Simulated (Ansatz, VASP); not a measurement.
**SiO2 in VASP and in Ansatz**

Contents of INCAR:

```
SYSTEM = SiO2
ALGO     = Normal         ! electronic algorithm
EDIFF    = 1E-6           ! SCF threshold, eV
ENCUT    = 520            ! plane-wave cutoff, eV
GGA      = PE             ! functional
ISIF     = 2              ! what is computed and relaxed
ISMEAR   = -1             ! smearing method
LASPH    = .True.         ! aspherical terms in the spheres
LCHARG   = .False.        ! write CHGCAR
LREAL    = .False.        ! projectors in reciprocal space
LWAVE    = .False.        ! write WAVECAR
NBANDS   = 25             ! bands
NELM     = 100            ! most SCF steps
PREC     = Accurate       ! precision mode
SIGMA    = 0.02           ! smearing width, eV
```

File KPOINTS:

```
k-points
0
Gamma
  6 6 10
  0 0 0
```

Contents of POSCAR:

```
SiO2
1.0
    4.1851894810      0.0000000000      0.0000000000
    0.0000000000      4.1851894810      0.0000000000
    0.0000000000      0.0000000000      2.6688395692
Si O
2 4
Direct
    0.0000000000      0.0000000000      0.0000000000
    0.5000000000      0.5000000000      0.5000000000
    0.3061010393      0.3061010393      0.0000000000
    0.1938989607      0.8061010393      0.5000000000
    0.6938989607      0.6938989607      0.0000000000
    0.8061010393      0.1938989607      0.5000000000
```

Input for Ansatz:

```yaml
crystal:
  lattice:
    - [4.185189481, 0.0, 0.0]
    - [0.0, 4.185189481, 0.0]
    - [0.0, 0.0, 2.6688395692]
  atoms:
    - { symbol: Si, position: [0.0, 0.0, 0.0] }
    - { symbol: Si, position: [0.5, 0.5, 0.5] }
    - { symbol: O, position: [0.3061010393, 0.3061010393, 0.0] }
    - { symbol: O, position: [0.1938989607, 0.8061010393, 0.5] }
    - { symbol: O, position: [0.6938989607, 0.6938989607, 0.0] }
    - { symbol: O, position: [0.8061010393, 0.1938989607, 0.5] }
kpoints:
  mp_grid: { grid: [6, 6, 10] }
  band_path:
    path:
      - [0.0, 0.0, 0.0]
      - [0.0, 0.5, 0.0]
      - [0.5, 0.5, 0.0]
      - [0.0, 0.0, 0.5]
      - [0.0, 0.5, 0.5]
      - [0.5, 0.5, 0.5]
    npoints: 1
hamiltonian:
  xc: pbe
scf:
  occupations: { method: fermi_dirac, width: 0.02 }
  n_extra_bands: 5
output:
  forces: true
  stress: true
  eigenvalues: true
```

Alike in both runs: task single point; functional PBE; k mesh 6 × 6 × 10; occupations fermi-dirac, width 0.02 eV; no spin polarisation.

|  | VASP | Ansatz |
| --- | --- | --- |
| version | VASP 6.6.1 | Ansatz 0.2.0 |
| potentials or method | VASP PAW PBE potentials, release 64 (Si, O) | plane waves, PAW |
| plane-wave cutoff (eV) | 520 | 420 |
| valence electrons in the cell | 32 | 32 |

```csv
,VASP,Ansatz,Ansatz less VASP
gap on the k mesh at the Fermi level (eV),5.54,5.56,+0.013
pressure (GPa),9.8,9.6,-0.19
"traceless stress, the component that is largest in VASP (GPa)",1.25,0.81,-0.439
rms of the force components (eV/Å),0.048,0.039,-0.0086
```

Atom by atom the forces differ by 0.009 eV/Å (rms over components).
